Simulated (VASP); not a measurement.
# KMgF3 (Pm-3m) in VASP: notebook

Runs on KMgF3. Level: r2SCAN. Tasks: single point, relaxation of cell and atoms.

All numbers are computed with VASP 6.6.1; they aren't measurements. Logs are shortened: lines on timing, memory, paths and dates and some standing lists are left out, and cuts for length are marked.

## (1) The cell of the first run

Symmetry: Pm-3m, No. 221, cubic system. Conventional cell: a = 3.981 Å, b = 3.981 Å, c = 3.981 Å, α = 90.00°, β = 90.00°, γ = 90.00°. K (site symmetry m-3m) has 12 F at 2.81 Å and 8 Mg at 3.45 Å within 3.7 Å. Mg (site symmetry m-3m) has 6 F at 1.99 Å within 2.6 Å. Within 2.6 Å of F (site symmetry 4/mmm) lie 2 Mg at 1.99 Å.

## (2) Single point, r2SCAN

POSCAR

```
KMgF3
1.0
    3.9808228252      0.0000000000      0.0000000000
    0.0000000000      3.9808228252      0.0000000000
    0.0000000000      0.0000000000      3.9808228252
K Mg F
1 1 3
Direct
    0.5000000000      0.5000000000      0.5000000000
    0.0000000000      0.0000000000      0.0000000000
    0.0000000000      0.0000000000      0.5000000000
    0.0000000000      0.5000000000      0.0000000000
    0.5000000000      0.0000000000      0.0000000000
```

INCAR.step1

```
SYSTEM = KMgF3
ALGO = Normal ; EDIFF = 1E-4
ENCUT = 520 ; GGA = PE
ISMEAR = -1 ; LASPH = .True.
LCHARG = .False. ; LREAL = .False.
LWAVE = .True. ; NBANDS = 24
NELM = 100 ; PREC = Accurate
SIGMA = 0.05
```

INCAR.step2

```
SYSTEM = KMgF3
ALGO = Normal ; EDIFF = 1E-6
ENCUT = 520 ; ISIF = 2
ISMEAR = -1 ; ISTART = 1
LASPH = .True. ; LCHARG = .False.
LMIXTAU = .True. ; LREAL = .False.
LWAVE = .False. ; METAGGA = R2SCAN
NBANDS = 24 ; NELM = 100
PREC = Accurate ; SIGMA = 0.05
```

KPOINTS

```
k-points
0
Gamma
  7 7 7
  0 0 0
```

Potentials or basis: VASP PAW PBE potentials, release 64 (K_sv, Mg, F).

Launch:

```bash
$ cat potpaw_PBE.64/K_sv/POTCAR potpaw_PBE.64/Mg/POTCAR potpaw_PBE.64/F/POTCAR > POTCAR
$ cp INCAR.step1 INCAR
$ mpirun -np 1 vasp_std > vasp.out
$ cp INCAR.step2 INCAR
$ mpirun -np 1 vasp_std > vasp.out
```

OUTCAR:

```text
SYSTEM = KMgF3
   EDIFF = 1E-6
   ENCUT = 520
   ISIF = 2
   ISMEAR = -1
   ISTART = 1
   LASPH = .True.
   LREAL = .False.
   METAGGA = R2SCAN
   NELM = 100
   PREC = Accurate

 ion  position               nearest neighbor table
   1  0.500  0.500  0.500-   3 2.81   4 2.81   5 2.81   4 2.81   5 2.81   3 2.81   5 2.81   5 2.81
                             3 2.81   4 2.81   4 2.81   3 2.81   2 3.45   2 3.45   2 3.45   2 3.45
   2  0.000  0.000  0.000-   3 1.99   4 1.99   5 1.99   3 1.99   4 1.99   5 1.99   1 3.45   1 3.45
                             1 3.45   1 3.45   1 3.45   1 3.45   1 3.45   1 3.45
   3  0.000  0.000  0.500-   2 1.99   2 1.99   1 2.81   1 2.81   1 2.81   1 2.81
   4  0.000  0.500  0.000-   2 1.99   2 1.99   1 2.81   1 2.81   1 2.81   1 2.81
   5  0.500  0.000  0.000-   2 1.99   2 1.99   1 2.81   1 2.81   1 2.81   1 2.81

  LATTYP: Found a simple cubic cell.
 ALAT       =     3.9808228252

  Lattice vectors:

 A1 = (   3.9808228252,   0.0000000000,   0.0000000000)
 A2 = (   0.0000000000,   3.9808228252,   0.0000000000)
 A3 = (   0.0000000000,   0.0000000000,   3.9808228252)

Analysis of symmetry for initial positions (statically):
=====================================================================
 Subroutine PRICEL returns:
 Original cell was already a primitive cell.

 Routine SETGRP: Setting up the symmetry group for a
 simple cubic supercell.

 Subroutine GETGRP returns: Found 48 space group operations
 (whereof 48 operations were pure point group operations)
 out of a pool of 48 trial point group operations.

The static configuration has the point symmetry O_h .

Analysis of symmetry for dynamics (positions and initial velocities):
=====================================================================
 Subroutine PRICEL returns:
 Original cell was already a primitive cell.

 Routine SETGRP: Setting up the symmetry group for a
 simple cubic supercell.

 Subroutine GETGRP returns: Found 48 space group operations
 (whereof 48 operations were pure point group operations)
 out of a pool of 48 trial point group operations.

The dynamic configuration has the point symmetry O_h .

 Subroutine INISYM returns: Found 48 space group operations
 (whereof 48 operations are pure point group operations),
 and found     1 'primitive' translations

----------------------------------------------------------------------------------------

                                     Primitive cell

  volume of cell :      63.0839

  direct lattice vectors                    reciprocal lattice vectors
     3.980822825  0.000000000  0.000000000     0.251204347  0.000000000  0.000000000
     0.000000000  3.980822825  0.000000000     0.000000000  0.251204347  0.000000000
     0.000000000  0.000000000  3.980822825     0.000000000  0.000000000  0.251204347

  length of vectors
     3.980822825  3.980822825  3.980822825     0.251204347  0.251204347  0.251204347

  position of ions in fractional coordinates (direct lattice)
     0.500000000  0.500000000  0.500000000
     0.000000000  0.000000000  0.000000000
     0.000000000  0.000000000  0.500000000
     0.000000000  0.500000000  0.000000000
     0.500000000  0.000000000  0.000000000

  ion indices of the primitive-cell ions
   primitive index   ion index
                 1           1
                 2           2
                 3           3
                 4           4
                 5           5

----------------------------------------------------------------------------------------

 KPOINTS: k-points

Automatic generation of k-mesh.
 Grid dimensions read from file:
 generate k-points for:    7    7    7

 Generating k-lattice:

  Cartesian coordinates                     Fractional coordinates (reciprocal lattice)
     0.035886335  0.000000000  0.000000000     0.142857143  0.000000000  0.000000000
     0.000000000  0.035886335  0.000000000     0.000000000  0.142857143  0.000000000
     0.000000000  0.000000000  0.035886335     0.000000000  0.000000000  0.142857143

  Length of vectors
     0.035886335  0.035886335  0.035886335

  Shift w.r.t. Gamma in fractional coordinates (k-lattice)
     0.000000000  0.000000000  0.000000000

 Subroutine IBZKPT returns following result:
 ===========================================

 Found     20 irreducible k-points:

 Following reciprocal coordinates:
            Coordinates               Weight
  0.000000  0.000000  0.000000      1.000000
  0.142857  0.000000  0.000000      6.000000
  0.285714  0.000000  0.000000      6.000000
  0.428571  0.000000  0.000000      6.000000
  0.142857  0.142857  0.000000     12.000000
  0.285714  0.142857  0.000000     24.000000
[... 12 lines left out ...]
  0.428571  0.428571  0.285714     24.000000
  0.428571  0.428571  0.428571      8.000000
   k-points           NKPTS =     20   k-points in BZ     NKDIM =     20   number of bands    NBANDS=     24
   number of dos      NEDOS =    301   number of ions     NIONS =      5
[... 29 lines left out ...]
   EMIN   =  10.00;   EMAX   =-10.00  energy-range for DOS
   EFERMI =   0.00;   METHOD = LEGACY
   ISMEAR =    -1;   SIGMA  =   0.05  broadening in eV -4-tet -1-fermi 0-gaus
   EFERMI_NEDOS =   21; number of points for ismear=-14 and -15
   IALGO  =     38    algorithm
   IMIX   =      4    mixing-type and parameters
     AMIX     =   0.40;   BMIX     =  1.00
     AMIX_MAG =   1.60;   BMIX_MAG =  1.00
  volume/ion in A,a.u.               =      12.62        85.14
  Fermi-wavevector in a.u.,A,eV,Ry     =   1.305626  2.467275 23.193281  1.704658
  Thomas-Fermi vector in A             =   2.436482
   LORBIT       =      0    0 simple, 1 ext, 2 COOP (PROOUT), +10 PAW based schemes
   METAGGA = R2SCAN    functional components
   LHFCALC =     F    Hartree Fock is set to
   AEXX    =    0.0000 exact exchange contribution
   IVDW    =     0    specifies the selected vdW correction
   LEPSILON=     F    determine dielectric tensor
   LRPA    =     F    only Hartree local field effects (RPA)
 non-spin polarized calculation
  energy-cutoff  :      520.00
  volume of cell :       63.08
 maximum number of plane-waves:      1743
 NGX is ok and might be reduce to    30
   NGX = 15   NGY = 15   NGZ = 15

 number of electron      31.9999959 magnetization

 Free energy of the ion-electron system (eV)
  ---------------------------------------------------
  ext. energy  EPLUGINS =         0.00000000
  ---------------------------------------------------
  free energy    TOTEN  =       -37.41560867 eV

  energy without entropy =      -37.41560867  energy(sigma->0) =      -37.41560867

 E-fermi :  -1.1058     XC(G=0): -10.2249

 val. band max:       -2.2310082357   @ k =   0.4286   0.4286   0.4286
 cond. band min:       6.0806075912   @ k =   0.0000   0.0000   0.0000
 fundamental gap:      8.3116158269
 Fermi energy:        -1.1058425441

 k-point     1 :       0.0000    0.0000    0.0000
  band No.  band energies     occupation
      1     -28.7892      2.00000
      2     -23.4482      2.00000
      3     -22.8130      2.00000
      4     -22.8130      2.00000
      5     -11.5165      2.00000
      6     -11.5165      2.00000
[... 16 lines left out ...]
     23      13.0827      0.00000
     24      16.0522      0.00000

 k-point     2 :       0.1429    0.0000    0.0000
  band No.  band energies     occupation
      1     -28.7837      2.00000
      2     -23.4263      2.00000
      3     -22.8393      2.00000
      4     -22.8109      2.00000
      5     -11.5138      2.00000
      6     -11.5061      2.00000
[... 16 lines left out ...]
     23      13.0769      0.00000
     24      15.9182      0.00000

 k-point     3 :       0.2857    0.0000    0.0000
  band No.  band energies     occupation
      1     -28.7712      2.00000
      2     -23.3691      2.00000
      3     -22.9072      2.00000
      4     -22.8074      2.00000
      5     -11.5077      2.00000
      6     -11.4827      2.00000
[... 16 lines left out ...]
     23      12.9532      0.00000
     24      15.5947      0.00000
[... 406 lines left out ...]
 k-point    19 :       0.4286    0.4286    0.2857
  band No.  band energies     occupation
      1     -28.7325      2.00000
      2     -23.0605      2.00000
      3     -22.9887      2.00000
      4     -22.9632      2.00000
      5     -11.6499      2.00000
      6     -11.6452      2.00000
[... 16 lines left out ...]
     23      13.8715      0.00000
     24      13.8805      0.00000

 k-point    20 :       0.4286    0.4286    0.4286
  band No.  band energies     occupation
      1     -28.7277      2.00000
      2     -23.0193      2.00000
      3     -22.9823      2.00000
      4     -22.9823      2.00000
      5     -11.6845      2.00000
      6     -11.6845      2.00000
[... 16 lines left out ...]
     23      14.2494      0.00000
     24      14.4194      0.00000

------------------------ aborting loop because EDIFF is reached ----------------------------------------

  FORCE on cell =-STRESS in cart. coord.  units (eV):
  Direction    XX          YY          ZZ          XY          YZ          ZX
  --------------------------------------------------------------------------------------
  -------------------------------------------------------------------------------------
  Total       -0.2451230     -0.2451230     -0.2451230     -0.0000000     -0.0000000      0.0000000
  in kB       -6.2255274     -6.2255274     -6.2255274     -0.0000000     -0.0000000      0.0000000
  external PRESSURE =      -6.2255274 kB  Pullay stress =       0.0000000 kB

 VOLUME and BASIS-vectors are now :
 -----------------------------------------------------------------------------
  energy-cutoff  :      520.00
  volume of cell :       63.08
      direct lattice vectors                 reciprocal lattice vectors
     3.980822825  0.000000000  0.000000000     0.251204347  0.000000000  0.000000000
     0.000000000  3.980822825  0.000000000     0.000000000  0.251204347  0.000000000
     0.000000000  0.000000000  3.980822825     0.000000000  0.000000000  0.251204347

 POSITION                                       TOTAL-FORCE (eV/Angst)
 -----------------------------------------------------------------------------------
      1.99041      1.99041      1.99041         0.000000      0.000000      0.000000
      0.00000      0.00000      0.00000         0.000000      0.000000      0.000000
      0.00000      0.00000      1.99041         0.000000      0.000000      0.000000
      0.00000      1.99041      0.00000         0.000000      0.000000      0.000000
      1.99041      0.00000      0.00000         0.000000      0.000000      0.000000
 -----------------------------------------------------------------------------------
    total drift:                                0.000000     -0.000000      0.000000

  FREE ENERGIE OF THE ION-ELECTRON SYSTEM (eV)
  ---------------------------------------------------
  free  energy   TOTEN  =       -37.4156086707 eV

  energy  without entropy=      -37.4156086707  energy(sigma->0) =      -37.41560867
```

It took 2.9 min on 1 thread of Oxide Virtual Turin-like, shared host; peak memory 0.16 GiB.

Results:

```yaml
Free_energy: -37.4156 eV
Pressure: -0.6 GPa
Band_gap_on_the_k_mesh: 8.31 eV, indirect (least direct gap 8.60 eV)
```

Levels at points of the mesh, in eV from the valence-band top:
```
           k point  band 13  band 14  band 15  band 16  band 17  band 18  band 19  band 20
(0.00, 0.00, 0.00)    -0.60    -0.29    -0.29    -0.29     8.31    10.88    10.88    13.21
```

Caveat: the PAW data sets were made with another functional, which shifts forces and pressure a little.

## (3) Relaxation of cell and atoms, r2SCAN

This run uses another cell than the first one, of 12.67 Å³/atom, 1.004 times its volume.

Edit POSCAR of step 2 so:

```diff
@@ -2,5 +2,5 @@
 1.0
-    3.9808228252      0.0000000000      0.0000000000
-    0.0000000000      3.9808228252      0.0000000000
-    0.0000000000      0.0000000000      3.9808228252
+    3.9859000000      0.0000000000      0.0000000000
+    0.0000000000      3.9859000000      0.0000000000
+    0.0000000000      0.0000000000      3.9859000000
 K Mg F
```

INCAR.step1

```
ALGO     = Normal         # electronic algorithm
EDIFF    = 1E-4           # SCF threshold, eV
ENCUT    = 600            # plane-wave cutoff, eV
GGA      = PE             # functional
ISMEAR   = -1             # smearing method
LASPH    = True           # aspherical terms in the spheres
LCHARG   = False          # write CHGCAR
LREAL    = False          # projectors in reciprocal space
LWAVE    = True           # write WAVECAR
NELM     = 80             # most SCF steps
PREC     = Accurate       # precision mode
SIGMA    = 0.05           # smearing width, eV
```

INCAR.step2

```
ALGO     = Normal         # electronic algorithm
EDIFF    = 1E-7           # SCF threshold, eV
EDIFFG   = -0.01          # ionic threshold
ENCUT    = 600            # plane-wave cutoff, eV
IBRION   = 2              # ionic algorithm
ISIF     = 3              # what is computed and relaxed
ISMEAR   = -1             # smearing method
ISTART   = 1            
LASPH    = True           # aspherical terms in the spheres
LCHARG   = False          # write CHGCAR
LMIXTAU  = True         
LREAL    = False          # projectors in reciprocal space
LWAVE    = False          # write WAVECAR
METAGGA  = R2SCAN         # meta-GGA
NELM     = 80             # most SCF steps
NSW      = 60             # ionic steps
PREC     = Accurate       # precision mode
SIGMA    = 0.05           # smearing width, eV
```

KPOINTS

```
k-points
0
Gamma
  7 7 7
```

Potentials or basis: VASP PAW PBE potentials, release 64 (K_sv, Mg, F).

Launch:

```bash
$ cat potpaw_PBE.64/K_sv/POTCAR potpaw_PBE.64/Mg/POTCAR potpaw_PBE.64/F/POTCAR > POTCAR
$ cp INCAR.step1 INCAR
$ mpirun -np 1 vasp_std > vasp.out
$ cp INCAR.step2 INCAR
$ mpirun -np 1 vasp_std > vasp.out
```

It took 4.7 min on 1 thread of Oxide Virtual Turin-like, shared host; peak memory 0.18 GiB.

Results (log left out):

```yaml
Free_energy: -37.4289 eV
Relaxed_volume: 12.52 Å³/atom
Relaxed_cell: a = 3.970 Å, b = 3.970 Å, c = 3.970 Å, α = 90.00°, β = 90.00°, γ = 90.00°
Space_group_after_relaxing_to_0.05_Å: Pm-3m (No. 221)
Energy_gained_by_relaxing: 0.5 meV/atom
Ionic_steps: 2
Pressure_after_relaxing: -0.1 GPa
Band_gap_on_the_k_mesh: 8.38 eV, indirect (least direct gap 8.67 eV)
```

Step by step:
```
step  energy change (eV)  largest force (eV/Å)  pressure (GPa)  volume (Å³)
   1              0.0000                0.0000           -1.03        63.33
   2             -0.0027                0.0000           -0.13        62.58
```

Final structure:
```
K Mg F
1.0
     3.97029    0.00000    0.00000
     0.00000    3.97029    0.00000
     0.00000    0.00000    3.97029
K Mg F
1 1 3
Direct
  0.50000 0.50000 0.50000
  0.00000 0.00000 0.00000
  0.00000 0.00000 0.50000
  0.00000 0.50000 0.00000
  0.50000 0.00000 0.00000
```

Levels at points of the mesh, in eV from the valence-band top:
```
           k point  band 13  band 14  band 15  band 16  band 17  band 18  band 19  band 20
(0.00, 0.00, 0.00)    -0.61    -0.29    -0.29    -0.29     8.38    10.89    10.89    13.24
```

Caveat: the PAW data sets were made with another functional, which shifts forces and pressure a little. r2SCAN opens gaps a little over a GGA but as a rule still falls short of measured ones.

## (4) Relaxation of cell and atoms, r2SCAN, target pressure 30 GPa, at which the enthalpy is minimised

This run uses another cell than the first one, of 12.67 Å³/atom, 1.004 times its volume.

POSCAR is that of step 3.

INCAR.step1

```
ALGO     = Normal         # electronic algorithm
EDIFF    = 1E-4           # SCF threshold, eV
ENCUT    = 600            # plane-wave cutoff, eV
GGA      = PE             # functional
ISMEAR   = -1             # smearing method
LASPH    = T              # aspherical terms in the spheres
LCHARG   = F              # write CHGCAR
LREAL    = F              # projectors in reciprocal space
LWAVE    = T              # write WAVECAR
NELM     = 100            # most SCF steps
PREC     = Accurate       # precision mode
SIGMA    = 0.05           # smearing width, eV
```

INCAR.step2

```
ALGO     = Normal         # electronic algorithm
EDIFF    = 1E-6           # SCF threshold, eV
EDIFFG   = -0.01          # ionic threshold
ENCUT    = 600            # plane-wave cutoff, eV
IBRION   = 2              # ionic algorithm
ISIF     = 3              # what is computed and relaxed
ISMEAR   = -1             # smearing method
ISTART   = 1            
LASPH    = T              # aspherical terms in the spheres
LCHARG   = F              # write CHGCAR
LMIXTAU  = T            
LREAL    = F              # projectors in reciprocal space
LWAVE    = F              # write WAVECAR
METAGGA  = R2SCAN         # meta-GGA
NELM     = 100            # most SCF steps
NSW      = 60             # ionic steps
PREC     = Accurate       # precision mode
PSTRESS  = 300.0        
SIGMA    = 0.05           # smearing width, eV
```

KPOINTS is that of step 3.

Launch:

```bash
$ cat potpaw_PBE.64/K_sv/POTCAR potpaw_PBE.64/Mg/POTCAR potpaw_PBE.64/F/POTCAR > POTCAR
$ cp INCAR.step1 INCAR
$ mpirun -np 1 vasp_std > vasp.out
$ cp INCAR.step2 INCAR
$ mpirun -np 1 vasp_std > vasp.out
```

Run time: 15 min. Hardware: 1 thread of Oxide Virtual Turin-like, shared host; peak memory 0.19 GiB.

It converged, with:

* Free energy: -36.4854 eV
* Relaxed volume: 10.01 Å³/atom
* Relaxed cell: a = 3.685 Å, b = 3.685 Å, c = 3.685 Å, α = 90.00°, β = 90.00°, γ = 90.00°
* Space group after relaxing (to 0.05 Å): Pm-3m (No. 221)
* Energy change on relaxing (the enthalpy is what falls): +188.1 meV/atom
* Ionic steps: 6
* Pressure after relaxing: 30.0 GPa
* Band gap on the k mesh: 10.46 eV, indirect (least direct gap 10.71 eV)

The path:
```tsv
step	energy change (eV)	largest force (eV/Å)	pressure (GPa)	volume (Å³)
1	0.0000	0.0000	-1.02	63.33
2	2.9034	0.0000	68.82	43.40
3	0.9084	0.0000	29.35	50.23
4	0.9534	0.0000	30.31	49.99
5	0.9293	0.0000	29.79	50.12
6	0.9407	0.0000	30.03	50.06
```

Final structure:
```
K Mg F
1.0
     3.68550    0.00000    0.00000
     0.00000    3.68550    0.00000
     0.00000    0.00000    3.68550
K Mg F
1 1 3
Direct
  0.50000 0.50000 0.50000
  0.00000 0.00000 0.00000
  0.00000 0.00000 0.50000
  0.00000 0.50000 0.00000
  0.50000 0.00000 0.00000
```

Levels at points of the mesh, in eV from the valence-band top:
```tsv
k point	band 12	band 13	band 14	band 15	band 16	band 17	band 18	band 19	band 20
(0.00, 0.00, 0.00)	-0.86	-0.86	-0.24	-0.24	-0.24	10.46	11.17	11.17	13.78
```

Caveat: the cell is relaxed towards a set pressure, so the enthalpy falls and the energy may rise; the volume moved by over 15 % at a fixed basis, so the end points are rough; the PAW data sets were made with another functional, which shifts forces and pressure a little.

## (5) The runs side by side

```tsv
task	cell	cutoff (eV)	gap on the mesh (eV)	pressure (GPa)
single point	a = 3.981 Å, 5 atoms	520	8.31	-0.6
relaxation of cell and atoms	relaxed from a = 3.986 Å, 5 atoms	600	8.38	-0.1
relaxation of cell and atoms	relaxed to 30 GPa from a = 3.986 Å, 5 atoms	600	10.46	30.0
```

Alike in all rows: level r2SCAN; potentials or basis VASP PAW PBE potentials, release 64 (K_sv, Mg, F); no spin polarisation; k mesh 7 × 7 × 7; smearing fermi-dirac 0.05 eV.

Caveats: the PAW data sets were made with another functional, which shifts forces and pressure a little; the cell is relaxed towards a set pressure, so the enthalpy falls and the energy may rise (some runs); the volume moved by over 15 % at a fixed basis, so the end points are rough (some runs).

Absolute energies hang on the potentials; compare differences alone.
